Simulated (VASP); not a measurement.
# InPd (R-3m) in VASP: further runs, part 2 of 2

VASP 6.6.1. The steps go on from the part before.

### 4 Single point, PBEsol

This run uses another cell than the first one, of the same volume but with other edges.

The input, INCAR:

```
SYSTEM = InPd
PREC = Accurate ; ENCUT = 520
EDIFF = 1E-6 ; ISMEAR = 0
SIGMA = 0.15 ; LREAL = .False.
LASPH = .True. ; NELM = 80
ALGO = Fast ; ISIF = 2
LWAVE = .False. ; LCHARG = .False.
GGA = PS ; NBANDS = 18
```

The input, KPOINTS:

```
regular mesh
0
Gamma
  16 16 16
  0 0 0
```

The input, POSCAR:

```
InPd
1.0
    3.3165872097      0.3987685501      0.3987685501
    0.3987685501      3.3165872097      0.3987685501
    0.3987685501      0.3987685501      3.3165872097
In Pd
1 1
Direct
    0.0000000000      0.0000000000      0.0000000000
    0.5000000000      0.5000000000      0.5000000000
```

Potentials or basis: VASP PAW PBE potentials, release 64 (In_d, Pd).

Launch:

```bash
$ cat potpaw_PBE.64/In_d/POTCAR potpaw_PBE.64/Pd/POTCAR > POTCAR
$ mpirun -np 1 vasp_std > vasp.out
```

OUTCAR:

```text
SYSTEM = InPd
   PREC = Accurate
   ENCUT = 520
   EDIFF = 1E-6
   ISMEAR = 0
   LREAL = .False.
   LASPH = .True.
   NELM = 80
   ISIF = 2
   GGA = PS

 ion  position               nearest neighbor table
   1  0.000  0.000  0.000-   2 2.66   2 2.66   2 2.66   2 2.66   2 2.66   2 2.66   2 3.56   2 3.56

   2  0.500  0.500  0.500-   1 2.66   1 2.66   1 2.66   1 2.66   1 2.66   1 2.66   1 3.56   1 3.56

  LATTYP: Found a trigonal (rhomboedric) cell.
 ALAT       =     3.3641913490
 COS(alpha) =     0.2477620922

  Lattice vectors:

 A1 = (   3.3165872097,   0.3987685501,   0.3987685501)
 A2 = (   0.3987685501,   3.3165872097,   0.3987685501)
 A3 = (   0.3987685501,   0.3987685501,   3.3165872097)

Analysis of symmetry for initial positions (statically):
=====================================================================
 Subroutine PRICEL returns:
 Original cell was already a primitive cell.

 Routine SETGRP: Setting up the symmetry group for a
 trigonal (rhombohedral) supercell.

 Subroutine GETGRP returns: Found 12 space group operations
 (whereof 12 operations were pure point group operations)
 out of a pool of 12 trial point group operations.

The static configuration has the point symmetry D_3d.

Analysis of symmetry for dynamics (positions and initial velocities):
=====================================================================
 Subroutine PRICEL returns:
 Original cell was already a primitive cell.

 Routine SETGRP: Setting up the symmetry group for a
 trigonal (rhombohedral) supercell.

 Subroutine GETGRP returns: Found 12 space group operations
 (whereof 12 operations were pure point group operations)
 out of a pool of 12 trial point group operations.

The dynamic configuration has the point symmetry D_3d.

 Subroutine INISYM returns: Found 12 space group operations
 (whereof 12 operations are pure point group operations),
 and found     1 'primitive' translations

----------------------------------------------------------------------------------------

                                     Primitive cell

  volume of cell :      35.0263

  direct lattice vectors                    reciprocal lattice vectors
     3.316587210  0.398768550  0.398768550     0.309502883 -0.033218896 -0.033218896
     0.398768550  3.316587210  0.398768550    -0.033218896  0.309502883 -0.033218896
     0.398768550  0.398768550  3.316587210    -0.033218896 -0.033218896  0.309502883

  length of vectors
     3.364191349  3.364191349  3.364191349     0.313047959  0.313047959  0.313047959

  position of ions in fractional coordinates (direct lattice)
     0.000000000  0.000000000  0.000000000
     0.500000000  0.500000000  0.500000000

  ion indices of the primitive-cell ions
   primitive index   ion index
                 1           1
                 2           2

----------------------------------------------------------------------------------------

 KPOINTS: regular mesh

Automatic generation of k-mesh.
 Grid dimensions read from file:
 generate k-points for:   16   16   16

 Generating k-lattice:

  Cartesian coordinates                     Fractional coordinates (reciprocal lattice)
     0.019343930 -0.002076181 -0.002076181     0.062500000 -0.000000000  0.000000000
    -0.002076181  0.019343930 -0.002076181    -0.000000000  0.062500000  0.000000000
    -0.002076181 -0.002076181  0.019343930     0.000000000  0.000000000  0.062500000

  Length of vectors
     0.019565497  0.019565497  0.019565497

  Shift w.r.t. Gamma in fractional coordinates (k-lattice)
     0.000000000  0.000000000  0.000000000

 Subroutine IBZKPT returns following result:
 ===========================================

 Found    417 irreducible k-points:

 Following reciprocal coordinates:
            Coordinates               Weight
  0.000000  0.000000  0.000000      1.000000
  0.062500  0.000000  0.000000      6.000000
  0.125000  0.000000  0.000000      6.000000
  0.187500  0.000000  0.000000      6.000000
  0.250000  0.000000  0.000000      6.000000
  0.312500 -0.000000 -0.000000      6.000000
[... 16 lines left out ...]
 -0.125000  0.062500 -0.000000     12.000000
 -0.062500  0.062500  0.000000      6.000000
 [... further k-points ...]
   k-points           NKPTS =    417   k-points in BZ     NKDIM =    417   number of bands    NBANDS=     18
   number of dos      NEDOS =    301   number of ions     NIONS =      2
   total plane-waves  NPLWV =  21952
   dimension x,y,z NGX =    28 NGY =   28 NGZ =   28
   dimension x,y,z NGXF=    56 NGYF=   56 NGZF=   56
   ions per type =               1   1
   NGX,Y,Z   is equivalent  to a cutoff of  13.84, 13.84, 13.84 a.u.
   NGXF,Y,Z  is equivalent  to a cutoff of  27.67, 27.67, 27.67 a.u.
 SYSTEM =  InPd
   PREC   = accura    normal or accurate (medium, high low for compatibility)
   ISTART =      0    job   : 0-new  1-cont  2-samecut
   ICHARG =      2    charge: 1-file 2-atom 10-const
   ISPIN  =      1    spin polarized calculation?
   LNONCOLLINEAR =      F non collinear calculations
   LSORBIT =      F    spin-orbit coupling
   LASPH  =      T    aspherical Exc in radial PAW
   ENCUT  =  520.0 eV  38.22 Ry    6.18 a.u.   6.26  6.26  6.26*2*pi/ulx,y,z
   NELM   =     80;   NELMIN=  2; NELMDL= -5     # of ELM steps
   EDIFF  = 0.1E-05   stopping-criterion for ELM
   LREAL  =      F    real-space projection
   EDIFFG = 0.1E-04   stopping-criterion for IOM
   NSW    =      0    number of steps for IOM
   IBRION =     -1    ionic relax: 0-MD 1-quasi-New 2-CG
   NFREE  =      0    steps in history (QN), initial steepest desc. (CG)
   ISIF   =      2    stress and relaxation
   ISYM   =      2    0-nonsym 1-usesym 2-fastsym
   POTIM  = 0.5000    time-step for ionic-motion
   TEBEG  =    0.0;   TEEND  =   0.0 temperature during run
   PSTRESS=    0.0 pullay stress
   NELECT =      23.0000    total number of electrons
   NUPDOWN=      -1.0000    fix difference up-down
   EMIN   =  10.00;   EMAX   =-10.00  energy-range for DOS
   EFERMI =   0.00;   METHOD = LEGACY
   ISMEAR =     0;   SIGMA  =   0.15  broadening in eV -4-tet -1-fermi 0-gaus
   EFERMI_NEDOS =   21; number of points for ismear=-14 and -15
   IALGO  =     68    algorithm
   IMIX   =      4    mixing-type and parameters
     AMIX     =   0.40;   BMIX     =  1.00
     AMIX_MAG =   1.60;   BMIX_MAG =  1.00
  volume/ion in A,a.u.               =      17.51       118.18
  Fermi-wavevector in a.u.,A,eV,Ry     =   1.422938  2.688964 27.548447  2.024754
  Thomas-Fermi vector in A             =   2.543589
   LORBIT       =      0    0 simple, 1 ext, 2 COOP (PROOUT), +10 PAW based schemes
   GGA     = PS    functional components
   LHFCALC =     F    Hartree Fock is set to
   AEXX    =    0.0000 exact exchange contribution
   IVDW    =     0    specifies the selected vdW correction
   LEPSILON=     F    determine dielectric tensor
   LRPA    =     F    only Hartree local field effects (RPA)
 non-spin polarized calculation
 RMM-DIIS sequential band-by-band and
 Gauss-broadening in eV      SIGMA  =   0.15
  energy-cutoff  :      520.00
  volume of cell :       35.03
 maximum number of plane-waves:       966
 NGX is ok and might be reduce to    28

 number of electron      22.9999992 magnetization

 Free energy of the ion-electron system (eV)
  ---------------------------------------------------
  ext. energy  EPLUGINS =         0.00000000
  ---------------------------------------------------
  free energy    TOTEN  =        -9.62945586 eV

  energy without entropy =       -9.62372646  energy(sigma->0) =       -9.62659116

 E-fermi :  10.3343     XC(G=0): -12.3508

 val. band max:       10.3324791492   @ k =  -0.3125   0.4375   0.2500
 cond. band min:      10.3369907226   @ k =  -0.3750  -0.4375   0.1250
 fundamental gap:      0.0045115733
 Fermi energy:        10.3342800196

 k-point     1 :       0.0000    0.0000    0.0000
  band No.  band energies     occupation
      1      -4.4776      2.00000
      2      -4.4776      2.00000
      3      -4.2732      2.00000
      4      -4.2732      2.00000
      5      -4.1265      2.00000
      6       0.2375      2.00000
[... 10 lines left out ...]
     17      21.6750      0.00000
     18      23.8093      0.00000
[... 463 lines left out ...]
 k-point    24 :      -0.0625    0.0625    0.0000
  band No.  band energies     occupation
      1      -4.4677      2.00000
      2      -4.4597      2.00000
      3      -4.2674      2.00000
      4      -4.2628      2.00000
      5      -4.1273      2.00000
      6       0.3960      2.00000
[... 10 lines left out ...]
     17      22.1416      0.00000
     18      23.7697      0.00000

 [... further k-points ...]

------------------------ aborting loop because EDIFF is reached ----------------------------------------

  FORCE on cell =-STRESS in cart. coord.  units (eV):
  Direction    XX          YY          ZZ          XY          YZ          ZX
  --------------------------------------------------------------------------------------
  -------------------------------------------------------------------------------------
  Total        1.6362691      1.6362691      1.6362691     -0.8005786     -0.8005786     -0.8005786
  in kB       74.8464686     74.8464686     74.8464686    -36.6201859    -36.6201859    -36.6201859
  external PRESSURE =      74.8464686 kB  Pullay stress =       0.0000000 kB

 VOLUME and BASIS-vectors are now :
 -----------------------------------------------------------------------------
  energy-cutoff  :      520.00
  volume of cell :       35.03
      direct lattice vectors                 reciprocal lattice vectors
     3.316587210  0.398768550  0.398768550     0.309502883 -0.033218896 -0.033218896
     0.398768550  3.316587210  0.398768550    -0.033218896  0.309502883 -0.033218896
     0.398768550  0.398768550  3.316587210    -0.033218896 -0.033218896  0.309502883

 POSITION                                       TOTAL-FORCE (eV/Angst)
 -----------------------------------------------------------------------------------
      0.00000      0.00000      0.00000         0.000000      0.000000     -0.000000
      2.05706      2.05706      2.05706        -0.000000     -0.000000      0.000000
 -----------------------------------------------------------------------------------
    total drift:                                0.000000      0.000000      0.000000

  FREE ENERGIE OF THE ION-ELECTRON SYSTEM (eV)
  ---------------------------------------------------
  free  energy   TOTEN  =        -9.6294558618 eV

  energy  without entropy=       -9.6237264583  energy(sigma->0) =       -9.62659116
```

OSZICAR:

```text
N       E                     dE             d eps       ncg     rms          rms(c)
DAV:   1     0.167332177353E+03    0.16733E+03   -0.11177E+04 15362   0.167E+03
DAV:   2    -0.641574219122E+00   -0.16797E+03   -0.16137E+03 15210   0.365E+02
DAV:   3    -0.970211178707E+01   -0.90605E+01   -0.89770E+01 17124   0.895E+01
DAV:   4    -0.990461624825E+01   -0.20250E+00   -0.20237E+00 18824   0.120E+01
DAV:   5    -0.991367378612E+01   -0.90575E-02   -0.90570E-02 20600   0.244E+00    0.717E+00
RMM:   6    -0.968304140957E+01    0.23063E+00   -0.44242E-01 16903   0.684E+00    0.334E+00
RMM:   7    -0.964061177585E+01    0.42430E-01   -0.63260E-02 18894   0.287E+00    0.164E+00
RMM:   8    -0.963014721515E+01    0.10465E-01   -0.18723E-02 18739   0.122E+00    0.394E-01
RMM:   9    -0.962935807491E+01    0.78914E-03   -0.56004E-03 21912   0.111E+00    0.193E-01
RMM:  10    -0.962955320824E+01   -0.19513E-03   -0.16035E-03 23176   0.407E-01    0.297E-01
RMM:  11    -0.962949766166E+01    0.55547E-04   -0.47726E-04 20822   0.256E-01    0.292E-01
RMM:  12    -0.962947832528E+01    0.19336E-04   -0.20106E-04 22344   0.121E-01    0.187E-01
RMM:  13    -0.962948053515E+01   -0.22099E-05   -0.39795E-05 25456   0.463E-02    0.191E-01
RMM:  14    -0.962948404607E+01   -0.35109E-05   -0.54854E-06 16805   0.173E-02    0.237E-01
RMM:  15    -0.962946193248E+01    0.22114E-04   -0.20341E-05 22424   0.528E-02    0.843E-02
RMM:  16    -0.962945593353E+01    0.59990E-05   -0.11495E-05 19868   0.394E-02    0.122E-02
RMM:  17    -0.962945586175E+01    0.71774E-07   -0.96978E-07  9400   0.110E-02
   1 F= -.96294559E+01 E0= -.96265912E+01  d E =-.572940E-02
```

stdout:

```text
POSCAR found type information on POSCAR InPd
 POSCAR found :  2 types and       2 ions
 scaLAPACK will be used
 -----------------------------------------------------------------------------
|                                                                             |
|                                                                             |
|     You enforced a specific xc type in the INCAR file but a different       |
|     I HOPE YOU KNOW WHAT YOU ARE DOING!                                     |
|                                                                             |
 -----------------------------------------------------------------------------

 LDA part: xc-table for (Slater+PW92), standard interpolation
 POSCAR, INCAR and KPOINTS ok, starting setup
 FFT: planning ... GRIDC
 FFT: planning ... GRID_SOFT
 FFT: planning ... GRID
 WAVECAR not read
 entering main loop
WARNING in EDDRMM: call to ZHEGV failed, returncode =   8  4     16
WARNING in EDDRMM: call to ZHEGV failed, returncode =   8  4     16
WARNING in EDDRMM: call to ZHEGV failed, returncode =   6  3     17
WARNING in EDDRMM: call to ZHEGV failed, returncode =   6  3     16
WARNING in EDDRMM: call to ZHEGV failed, returncode =   6  3     17
WARNING in EDDRMM: call to ZHEGV failed, returncode =   8  4     16
WARNING in EDDRMM: call to ZHEGV failed, returncode =   8  4     16
WARNING in EDDRMM: call to ZHEGV failed, returncode =   8  4     16
WARNING in EDDRMM: call to ZHEGV failed, returncode =   8  4     16
WARNING in EDDRMM: call to ZHEGV failed, returncode =   6  3     16
WARNING in EDDRMM: call to ZHEGV failed, returncode =   8  4     17
WARNING in EDDRMM: call to ZHEGV failed, returncode =   6  3     17
```

Run time: 2.6 min. Hardware: 1 thread of Intel Xeon 6975P-C (Granite Rapids), shared host; peak memory 0.38 GiB.

Results:

- Free energy: -9.6295 eV
- Pressure: 7.5 GPa
- Band gap on the k mesh: zero (an odd number of electrons rules out a gap without spin polarisation)

Stress tensor (GPa, compression positive):
```
 7.48 -3.66 -3.66
-3.66  7.48 -3.66
-3.66 -3.66  7.48
```

Caveat: the cell stands under pressure; the PAW data sets were made with another functional, which shifts forces and pressure a little; spin-orbit coupling is left out, which moves the levels of the heavy elements.

### 5 Single point, PBEsol

This run uses another cell than the first one, of the same volume but with other edges.

The input, INCAR:

```
SYSTEM = InPd
  PREC = Accurate
  ENCUT = 520
  EDIFF = 1E-6
  ISMEAR = 0
  SIGMA = 0.15
  LREAL = .FALSE.
  LASPH = .TRUE.
  NELM = 80
  ALGO = Fast
  ISIF = 2
  LWAVE = .FALSE.
  LCHARG = .FALSE.
  GGA = PS
  NBANDS = 18
```

The input, KPOINTS:

```
Automatic mesh
0
G
  16 16 16
  0 0 0
```

The input, POSCAR:

```
InPd
1.0
    3.3620152416     -0.5172331141     -0.5172331141
   -0.5172331141      3.3620152416     -0.5172331141
   -0.5172331141     -0.5172331141      3.3620152416
In Pd
1 1
Direct
    0.0000000000      0.0000000000      0.0000000000
    0.5000000000      0.5000000000      0.5000000000
```

Potentials or basis: VASP PAW PBE potentials, release 64 (In_d, Pd).

Launch:

```bash
$ cat potpaw_PBE.64/In_d/POTCAR potpaw_PBE.64/Pd/POTCAR > POTCAR
$ mpirun -np 1 vasp_std > vasp.out
```

OUTCAR:

```text
SYSTEM = InPd
   PREC = Accurate
   ENCUT = 520
   EDIFF = 1E-6
   ISMEAR = 0
   LREAL = .FALSE.
   LASPH = .TRUE.
   NELM = 80
   ISIF = 2
   GGA = PS

 ion  position               nearest neighbor table
   1  0.000  0.000  0.000-   2 2.02   2 2.02   2 3.24   2 3.24   2 3.24   2 3.24   2 3.24   2 3.24

   2  0.500  0.500  0.500-   1 2.02   1 2.02   1 3.24   1 3.24   1 3.24   1 3.24   1 3.24   1 3.24

  LATTYP: Found a trigonal (rhomboedric) cell.
 ALAT       =     3.4406695095
 COS(alpha) =    -0.2711864407

  Lattice vectors:

[... 694 lines left out ...]

  FORCE on cell =-STRESS in cart. coord.  units (eV):
  Direction    XX          YY          ZZ          XY          YZ          ZX
  --------------------------------------------------------------------------------------
  -------------------------------------------------------------------------------------
  Total       18.6954817     18.6954817     18.6954817     19.7079194     19.7079194     19.7079194
  in kB      855.1715371    855.1715371    855.1715371    901.4826144    901.4826144    901.4826144
  external PRESSURE =     855.1715371 kB  Pullay stress =       0.0000000 kB

 VOLUME and BASIS-vectors are now :
 -----------------------------------------------------------------------------
  energy-cutoff  :      520.00
  volume of cell :       35.03
      direct lattice vectors                 reciprocal lattice vectors
     3.362015242 -0.517233114 -0.517233114     0.315066763  0.057284866  0.057284866
    -0.517233114  3.362015242 -0.517233114     0.057284866  0.315066763  0.057284866
    -0.517233114 -0.517233114  3.362015242     0.057284866  0.057284866  0.315066763

 POSITION                                       TOTAL-FORCE (eV/Angst)
 -----------------------------------------------------------------------------------
      0.00000      0.00000      0.00000        -0.000000      0.000000     -0.000000
      1.16377      1.16377      1.16377         0.000000     -0.000000      0.000000
 -----------------------------------------------------------------------------------
    total drift:                               -0.000000      0.000000      0.000000

  FREE ENERGIE OF THE ION-ELECTRON SYSTEM (eV)
  ---------------------------------------------------
  free  energy   TOTEN  =        -3.2079745567 eV

  energy  without entropy=       -3.1996938532  energy(sigma->0) =       -3.20383420
```

stdout:

```text
POSCAR found type information on POSCAR InPd
 POSCAR found :  2 types and       2 ions
 scaLAPACK will be used
 -----------------------------------------------------------------------------
|                                                                             |
|                                                                             |
|     You enforced a specific xc type in the INCAR file but a different       |
|     I HOPE YOU KNOW WHAT YOU ARE DOING!                                     |
|                                                                             |
 -----------------------------------------------------------------------------

 LDA part: xc-table for (Slater+PW92), standard interpolation
 POSCAR, INCAR and KPOINTS ok, starting setup
 FFT: planning ... GRIDC
 FFT: planning ... GRID_SOFT
 FFT: planning ... GRID
 WAVECAR not read
 entering main loop
WARNING in EDDRMM: call to ZHEGV failed, returncode =   6  3     17
WARNING in EDDRMM: call to ZHEGV failed, returncode =   8  4     16
WARNING in EDDRMM: call to ZHEGV failed, returncode =   8  4     17
WARNING in EDDRMM: call to ZHEGV failed, returncode =   8  4     18
WARNING in EDDRMM: call to ZHEGV failed, returncode =   8  4     16
WARNING in EDDRMM: call to ZHEGV failed, returncode =   8  4     18
WARNING in EDDRMM: call to ZHEGV failed, returncode =   6  3     18
WARNING in EDDRMM: call to ZHEGV failed, returncode =   6  3     16
WARNING in EDDRMM: call to ZHEGV failed, returncode =   6  3     16
WARNING in EDDRMM: call to ZHEGV failed, returncode =   6  3     16
```

Run time: 2.1 min. Hardware: 1 thread of Intel Xeon 6975P-C (Granite Rapids), shared host; peak memory 0.37 GiB.

What came out:

```yaml
Free_energy: -3.2080 eV
Pressure: 85.5 GPa
Band_gap_on_the_k_mesh: zero (an odd number of electrons rules out a gap without spin polarisation)
```

Caveat: the cell stands under pressure; the PAW data sets were made with another functional, which shifts forces and pressure a little; spin-orbit coupling is left out, which moves the levels of the heavy elements.

### 6 Overview

```csv
cell,further INCAR settings,gap on the mesh (eV),pressure (GPa)
"a = 3.570 Å, angles 109.5°, 2 atoms",ALGO = Fast; EDIFF = 1e-07; NBANDS = 18,none,160.0
"a = 3.351 Å, angles 101.4°, 2 atoms",ALGO = Fast; EDIFF = 1e-07; NBANDS = 18,none,31.2
"a = 3.364 Å, angles 75.7°, 2 atoms",ALGO = Fast; EDIFF = 1e-06; NBANDS = 18,none,7.5
"a = 3.441 Å, angles 105.7°, 2 atoms",ALGO = Fast; EDIFF = 1e-06; NBANDS = 18,none,85.5
```

Alike in all rows: task single point; level PBEsol; potentials or basis VASP PAW PBE potentials, release 64 (In_d, Pd); no spin polarisation; k mesh 16 × 16 × 16; cutoff (eV) 520; smearing gaussian 0.15 eV.

Caveats: the cell stands under pressure; the PAW data sets were made with another functional, which shifts forces and pressure a little; spin-orbit coupling is left out, which moves the levels of the heavy elements; atoms lie so close that the PAW spheres overlap strongly, which falsifies energies and pressures (at least some runs).

Total energies depend on the potentials used, so only differences within one code and one set of settings carry meaning.
